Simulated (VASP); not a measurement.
# I (P6_3/mmc) in VASP: further runs

The runs below take I through single point, with LDA.

All numbers are computed with VASP 6.6.1; they aren't measurements. Logs are shortened: lines on timing, memory, paths and dates and some standing lists are left out, and cuts for length are marked.

## 1. The cell of the first run

Symmetry: P6_3/mmc, No. 194, hexagonal system. The conventional cell has a = 2.727 Å, b = 2.727 Å, c = 4.663 Å, α = 90.00°, β = 90.00°, γ = 120.00°. I (site symmetry -6m2) has 12 I at 2.73 to 2.81 Å within 3.6 Å.

## 2. Single point, LDA

Input file INCAR:

```
  ALGO = Normal
  EDIFF = 1E-7
  ENCUT = 520
  ISIF = 2
  ISMEAR = -1
  LASPH = T
  LCHARG = F
  LREAL = F
  LWAVE = F
  NBANDS = 14
  NELM = 60
  PREC = Accurate
  SIGMA = 0.08
```

Input file KPOINTS:

```
k-points
0
Gamma
  12 12 7
```

Input file POSCAR:

```
I
1.0
    2.7267857194      0.0000000000      0.0000000000
   -1.3633928597      2.3614657037      0.0000000000
    0.0000000000      0.0000000000      4.6629891235
I
2
Direct
    0.3333333333      0.6666666667      0.2500000000
    0.6666666667      0.3333333333      0.7500000000
```

Potentials or basis: VASP PAW LDA potentials, release 64 (I).

Run with:

```sh
$ cat potpaw_LDA.64/I/POTCAR > POTCAR
$ mpirun -np 1 vasp_std > vasp.out
```

OUTCAR:

```text
EDIFF = 1E-7
   ENCUT = 520
   ISIF = 2
   ISMEAR = -1
   LASPH = T
   LREAL = F
   NELM = 60
   PREC = Accurate

 ion  position               nearest neighbor table
   1  0.333  0.667  0.250-   2 2.81   2 2.81   2 2.81   2 2.81   2 2.81   2 2.81
   2  0.667  0.333  0.750-   1 2.81   1 2.81   1 2.81   1 2.81   1 2.81   1 2.81

  LATTYP: Found a hexagonal cell.
 ALAT       =     2.7267857194
 C/A-ratio  =     1.7100680447

  Lattice vectors:

 A1 = (   2.7267857194,   0.0000000000,   0.0000000000)
 A2 = (  -1.3633928597,   2.3614657037,   0.0000000000)
 A3 = (   0.0000000000,   0.0000000000,   4.6629891235)

Analysis of symmetry for initial positions (statically):
=====================================================================
 Subroutine PRICEL returns:
 Original cell was already a primitive cell.

 Routine SETGRP: Setting up the symmetry group for a
 hexagonal supercell.

 Subroutine GETGRP returns: Found 24 space group operations
 (whereof 12 operations were pure point group operations)
 out of a pool of 24 trial point group operations.

The static configuration has the point symmetry D_3d.
 The point group associated with its full space group is D_6h.

Analysis of symmetry for dynamics (positions and initial velocities):
=====================================================================
 Subroutine PRICEL returns:
 Original cell was already a primitive cell.

 Routine SETGRP: Setting up the symmetry group for a
 hexagonal supercell.

 Subroutine GETGRP returns: Found 24 space group operations
 (whereof 12 operations were pure point group operations)
 out of a pool of 24 trial point group operations.

The dynamic configuration has the point symmetry D_3d.
 The point group associated with its full space group is D_6h.

 Subroutine INISYM returns: Found 24 space group operations
 (whereof 12 operations are pure point group operations),
 and found     1 'primitive' translations

----------------------------------------------------------------------------------------

                                     Primitive cell

  volume of cell :      30.0260

  direct lattice vectors                    reciprocal lattice vectors
     2.726785719  0.000000000  0.000000000     0.366732154  0.211732908  0.000000000
    -1.363392860  2.361465704  0.000000000     0.000000000  0.423465816  0.000000000
     0.000000000  0.000000000  4.662989124     0.000000000  0.000000000  0.214454714

  length of vectors
[... 85 lines left out ...]
   NSW    =      0    number of steps for IOM
   IBRION =     -1    ionic relax: 0-MD 1-quasi-New 2-CG
   NFREE  =      0    steps in history (QN), initial steepest desc. (CG)
   ISIF   =      2    stress and relaxation
   ISYM   =      2    0-nonsym 1-usesym 2-fastsym
   POTIM  = 0.5000    time-step for ionic-motion
   TEBEG  =    0.0;   TEEND  =   0.0 temperature during run
   PSTRESS=    0.0 pullay stress
   NELECT =      14.0000    total number of electrons
   NUPDOWN=      -1.0000    fix difference up-down
   EMIN   =  10.00;   EMAX   =-10.00  energy-range for DOS
   EFERMI =   0.00;   METHOD = LEGACY
   ISMEAR =    -1;   SIGMA  =   0.08  broadening in eV -4-tet -1-fermi 0-gaus
   EFERMI_NEDOS =   21; number of points for ismear=-14 and -15
   IALGO  =     38    algorithm
   IMIX   =      4    mixing-type and parameters
     AMIX     =   0.40;   BMIX     =  1.00
     AMIX_MAG =   1.60;   BMIX_MAG =  1.00
  volume/ion in A,a.u.               =      15.01       101.31
  Fermi-wavevector in a.u.,A,eV,Ry     =   1.269458  2.398929 21.926125  1.611525
  Thomas-Fermi vector in A             =   2.402499
   LORBIT       =      0    0 simple, 1 ext, 2 COOP (PROOUT), +10 PAW based schemes
   GGA     = CA    functional components
   LHFCALC =     F    Hartree Fock is set to
   AEXX    =    0.0000 exact exchange contribution
   IVDW    =     0    specifies the selected vdW correction
   LEPSILON=     F    determine dielectric tensor
   LRPA    =     F    only Hartree local field effects (RPA)
 non-spin polarized calculation
  energy-cutoff  :      520.00
  volume of cell :       30.03
 maximum number of plane-waves:       827
   NGX = 11   NGY = 11   NGZ = 17

 number of electron      14.0000000 magnetization

 Free energy of the ion-electron system (eV)
  ---------------------------------------------------
  ext. energy  EPLUGINS =         0.00000000
  ---------------------------------------------------
  free energy    TOTEN  =         4.90317942 eV

  energy without entropy =        4.93004633  energy(sigma->0) =        4.91661288

 E-fermi :  20.2461     XC(G=0): -13.3387

 val. band max:       20.2452759516   @ k =   0.2500   0.2500   0.2857
 cond. band min:      20.2484218143   @ k =   0.3333   0.0833   0.2857
 fundamental gap:      0.0031458627
 Fermi energy:        20.2460547783

 k-point     1 :       0.0000    0.0000    0.0000
  band No.  band energies     occupation
      1      -2.7417      2.00000
      2       3.0357      2.00000
      3       6.7604      2.00000
      4      22.7708      0.00000
      5      22.7708      0.00000
      6      23.8213      0.00000
      7      25.2746      0.00000
      8      25.2746      0.00000
      9      27.5924      0.00000
     10      28.0933      0.00000
     11      29.8126      0.00000
     12      30.6778      0.00000
     13      30.6778      0.00000
     14      31.5579      0.00000
[... 377 lines left out ...]
      1       0.5591      2.00000
      2       5.1930      2.00000
      3      10.2947      2.00000
      4      11.3166      2.00000
      5      15.0592      2.00000
      6      18.0775      2.00000
      7      19.8154      1.99085
      8      22.3533      0.00000
      9      23.1862      0.00000
     10      26.0994      0.00000
     11      27.1497      0.00000
     12      30.1662      0.00000
     13      30.4962      0.00000
     14      33.5145      0.00000

 [... further k-points ...]
[... 5 lines left out ...]
  --------------------------------------------------------------------------------------
  -------------------------------------------------------------------------------------
  Total       30.2811162     30.2811162     30.4591570      0.0000000      0.0000000      0.0000000
  in kB     1615.7918219   1615.7918220   1625.2920290      0.0000000      0.0000000      0.0000000
  external PRESSURE =    1618.9585576 kB  Pullay stress =       0.0000000 kB

 VOLUME and BASIS-vectors are now :
 -----------------------------------------------------------------------------
  energy-cutoff  :      520.00
  volume of cell :       30.03
      direct lattice vectors                 reciprocal lattice vectors
     2.726785719  0.000000000  0.000000000     0.366732154  0.211732908  0.000000000
    -1.363392860  2.361465704  0.000000000     0.000000000  0.423465816  0.000000000
     0.000000000  0.000000000  4.662989124     0.000000000  0.000000000  0.214454714

 POSITION                                       TOTAL-FORCE (eV/Angst)
 -----------------------------------------------------------------------------------
     -0.00000      1.57431      1.16575         0.000000     -0.000000      0.000000
      1.36339      0.78716      3.49724        -0.000000      0.000000     -0.000000
 -----------------------------------------------------------------------------------
    total drift:                               -0.000000      0.000000      0.000000

  FREE ENERGIE OF THE ION-ELECTRON SYSTEM (eV)
  ---------------------------------------------------
  free  energy   TOTEN  =         4.9031794218 eV

  energy  without entropy=        4.9300463312  energy(sigma->0) =        4.91661288
```

OSZICAR:

```text
N       E                     dE             d eps       ncg     rms          rms(c)
DAV:   1     0.732173524555E+02    0.73217E+02   -0.62226E+03  2128   0.899E+02
DAV:   2     0.776469701695E+01   -0.65453E+02   -0.60597E+02  2980   0.159E+02
DAV:   3     0.483618632224E+01   -0.29285E+01   -0.29015E+01  2798   0.351E+01
DAV:   4     0.481361538982E+01   -0.22571E-01   -0.22568E-01  2686   0.384E+00
DAV:   5     0.481340070095E+01   -0.21469E-03   -0.21469E-03  2808   0.403E-01    0.327E+01
DAV:   6     0.487439941583E+01    0.60999E-01   -0.12445E-02  2554   0.651E-01    0.199E+01
DAV:   7     0.490266398205E+01    0.28265E-01   -0.21380E-02  2542   0.852E-01    0.309E-01
DAV:   8     0.490316190449E+01    0.49792E-03   -0.84530E-04  2680   0.191E-01    0.629E-02
DAV:   9     0.490317981511E+01    0.17911E-04   -0.76163E-05  2662   0.464E-02    0.723E-02
DAV:  10     0.490317969373E+01   -0.12138E-06   -0.10112E-06  2766   0.811E-03    0.538E-02
DAV:  11     0.490317938230E+01   -0.31143E-06   -0.20474E-07  2606   0.299E-03    0.827E-03
DAV:  12     0.490317942175E+01    0.39451E-07   -0.49018E-08  1760   0.140E-03
   1 F= 0.49031794E+01 E0= 0.49166129E+01  d E =-.268669E-01
```

stdout:

```text
POSCAR found type information on POSCAR I
 POSCAR found :  1 types and       2 ions
 scaLAPACK will be used
 LDA part: xc-table for (Slater(with rela. corr.)+CA(PZ))
 , standard interpolation
 POSCAR, INCAR and KPOINTS ok, starting setup
 FFT: planning ... GRIDC
 FFT: planning ... GRID_SOFT
 FFT: planning ... GRID
 WAVECAR not read
 entering main loop
```

Run time: 11 s. Hardware: 1 thread of Intel Xeon 6975P-C (Granite Rapids), shared host; peak memory 0.14 GiB.

What came out:

```yaml
Free_energy: 4.9032 eV
Pressure: 161.9 GPa
Band_gap_on_the_k_mesh: zero (bands 7 and 8 overlap by 10.40 eV)
```

Stress tensor (GPa, compression positive):
```
161.58   0.00   0.00
  0.00 161.58   0.00
  0.00   0.00 162.53
```

Caveat: the cell stands under pressure; spin-orbit coupling is left out, which moves the levels of the heavy elements.

## 3. Single point, LDA (15.01 Å³/atom)

Input file INCAR:

```
SYSTEM = I
PREC = Accurate ; ENCUT = 520
EDIFF = 1E-6 ; ISMEAR = -1
SIGMA = 0.08 ; LREAL = .FALSE.
LASPH = .TRUE. ; NELM = 60
ALGO = Normal ; ISIF = 2
LWAVE = .FALSE. ; LCHARG = .FALSE.
NBANDS = 14
```

Input file KPOINTS:

```
regular mesh
0
G
  12 12 7
  0 0 0
```

POSCAR is that of step 2.

Potentials or basis: VASP PAW LDA potentials, release 64 (I).

Run with:

```sh
$ cat potpaw_LDA.64/I/POTCAR > POTCAR
$ mpirun -np 1 vasp_std > vasp.out
```

OUTCAR:

```text
SYSTEM = I
   PREC = Accurate
   ENCUT = 520
   EDIFF = 1E-6
   ISMEAR = -1
   LREAL = .FALSE.
   LASPH = .TRUE.
   NELM = 60
   ISIF = 2

 ion  position               nearest neighbor table
   1  0.333  0.667  0.250-   2 2.81   2 2.81   2 2.81   2 2.81   2 2.81   2 2.81
   2  0.667  0.333  0.750-   1 2.81   1 2.81   1 2.81   1 2.81   1 2.81   1 2.81

  LATTYP: Found a hexagonal cell.
 ALAT       =     2.7267857194
 C/A-ratio  =     1.7100680447

  Lattice vectors:

 A1 = (   2.7267857194,   0.0000000000,   0.0000000000)
[... 586 lines left out ...]
      9      23.1862      0.00000
     10      26.0995      0.00000
     11      27.1498      0.00000
     12      30.1662      0.00000
     13      30.4963      0.00000
     14      33.5146      0.00000

 [... further k-points ...]
[... 5 lines left out ...]
  --------------------------------------------------------------------------------------
  -------------------------------------------------------------------------------------
  Total       30.2810258     30.2810258     30.4559277     -0.0000000     -0.0000000      0.0000000
  in kB     1615.7870004   1615.7870004   1625.1197157     -0.0000000     -0.0000000      0.0000000
  external PRESSURE =    1618.8979055 kB  Pullay stress =       0.0000000 kB

 VOLUME and BASIS-vectors are now :
 -----------------------------------------------------------------------------
  energy-cutoff  :      520.00
  volume of cell :       30.03
      direct lattice vectors                 reciprocal lattice vectors
     2.726785719  0.000000000  0.000000000     0.366732154  0.211732908  0.000000000
    -1.363392860  2.361465704  0.000000000     0.000000000  0.423465816  0.000000000
     0.000000000  0.000000000  4.662989124     0.000000000  0.000000000  0.214454714

 POSITION                                       TOTAL-FORCE (eV/Angst)
 -----------------------------------------------------------------------------------
     -0.00000      1.57431      1.16575        -0.000000      0.000000      0.000000
      1.36339      0.78716      3.49724         0.000000     -0.000000      0.000000
 -----------------------------------------------------------------------------------
    total drift:                               -0.000000      0.000000      0.000000

  FREE ENERGIE OF THE ION-ELECTRON SYSTEM (eV)
  ---------------------------------------------------
  free  energy   TOTEN  =         4.9031797028 eV

  energy  without entropy=        4.9300455864  energy(sigma->0) =        4.91661264
```

It took 8.9 s on 1 thread of Intel Xeon 6975P-C (Granite Rapids), shared host; peak memory 0.14 GiB.

What came out:

```yaml
Free_energy: 4.9032 eV
Pressure: 161.9 GPa
Band_gap_on_the_k_mesh: zero (bands 7 and 8 overlap by 10.40 eV)
```

Levels at points of the mesh, in eV from the Fermi level:
```csv
k point,band 4,band 5,band 6,band 7,band 8,band 9,band 10,band 11
"(0.00, 0.00, 0.00)",2.52,2.52,3.58,5.03,5.03,7.35,7.85,9.57
"(0.50, 0.00, 0.00)",-9.39,-7.77,-4.74,-3.20,1.65,2.22,6.33,8.49
```

Caveat: the cell stands under pressure; spin-orbit coupling is left out, which moves the levels of the heavy elements.

## 4. Single point, LDA

This run uses another cell than the first one, of 17.35 Å³/atom.

Input file INCAR:

```
SYSTEM = I
PREC     = Accurate       ! precision mode
ENCUT    = 520            ! plane-wave cutoff, eV
EDIFF    = 1E-6           ! SCF threshold, eV
ISMEAR   = -1             ! smearing method
SIGMA    = 0.08           ! smearing width, eV
LREAL    = .False.        ! projectors in reciprocal space
LASPH    = .True.         ! aspherical terms in the spheres
NELM     = 60             ! most SCF steps
ALGO     = Normal         ! electronic algorithm
ISIF     = 2              ! what is computed and relaxed
LWAVE    = .False.        ! write WAVECAR
LCHARG   = .False.        ! write CHGCAR
NBANDS   = 14             ! bands
```

Input file KPOINTS:

```
Automatic mesh
0
Gamma
  12 12 7
  0 0 0
```

Input file POSCAR:

```
I
1.0
    2.8607730976      0.0000000000      0.0000000000
   -1.4303865488      2.4775021770      0.0000000000
    0.0000000000      0.0000000000      4.8954252990
I
2
Direct
    0.3333333333      0.6666666667      0.2500000000
    0.6666666667      0.3333333333      0.7500000000
```

Run with:

```sh
$ cat potpaw_LDA.64/I/POTCAR > POTCAR
$ mpirun -np 1 vasp_std > vasp.out
```

Wall time 10 s (1 thread of Intel Xeon 6975P-C (Granite Rapids), shared host); peak memory 0.16 GiB.

It converged, with:

- Free energy: 1.2863 eV
- Pressure: 93.0 GPa
- Band gap on the k mesh: zero (bands 7 and 8 overlap by 8.53 eV)

Stress tensor (GPa, compression positive):
```
92.76  0.00  0.00
 0.00 92.76  0.00
 0.00  0.00 93.40
```

Levels at points of the mesh, in eV from the Fermi level:
| k point | band 3 | band 4 | band 5 | band 6 | band 7 | band 8 | band 9 | band 10 | band 11 | band 12 |
| --- | --- | --- | --- | --- | --- | --- | --- | --- | --- | --- |
| (0.00, 0.00, 0.00) | -11.48 | 2.03 | 2.03 | 2.88 | 4.09 | 4.09 | 7.83 | 7.89 | 9.84 | 9.98 |
| (0.50, 0.00, 0.00) | -9.50 | -8.22 | -6.52 | -3.71 | -2.66 | 1.27 | 2.75 | 6.43 | 8.06 | 8.90 |

Caveat: the cell stands under pressure; spin-orbit coupling is left out, which moves the levels of the heavy elements.

## 5. Single point, LDA (17.35 Å³/atom)

This run uses another cell than the first one, of 17.35 Å³/atom.

Input file INCAR:

```
ALGO = Normal ; EDIFF = 1E-6
ENCUT = 520 ; ISIF = 2
ISMEAR = -1 ; LASPH = T
LCHARG = F ; LREAL = F
LWAVE = F ; NBANDS = 14
NELM = 100 ; PREC = Accurate
SIGMA = 0.08
```

Input file KPOINTS:

```
k-points
0
Gamma
  12 12 7
```

POSCAR is that of step 4.

Run with:

```sh
$ cat potpaw_LDA.64/I/POTCAR > POTCAR
$ mpirun -np 1 vasp_std > vasp.out
```

Run time: 10 s. Hardware: 1 thread of Intel Xeon 6975P-C (Granite Rapids), shared host; peak memory 0.16 GiB.

The run converged. Its results:

```yaml
Free_energy: 1.2863 eV
Pressure: 93.0 GPa
Band_gap_on_the_k_mesh: zero (bands 7 and 8 overlap by 8.53 eV)
```

Stress tensor (GPa, compression positive):
```
92.76  0.00  0.00
 0.00 92.76  0.00
 0.00  0.00 93.40
```

Levels at points of the mesh, in eV from the Fermi level:
```
           k point  band 4  band 5  band 6  band 7  band 8  band 9  band 10  band 11
(0.00, 0.00, 0.00)    2.03    2.03    2.88    4.09    4.09    7.83     7.89     9.84
(0.50, 0.00, 0.00)   -8.22   -6.52   -3.71   -2.66    1.27    2.75     6.43     8.06
```

Caveat: the cell stands under pressure; spin-orbit coupling is left out, which moves the levels of the heavy elements.
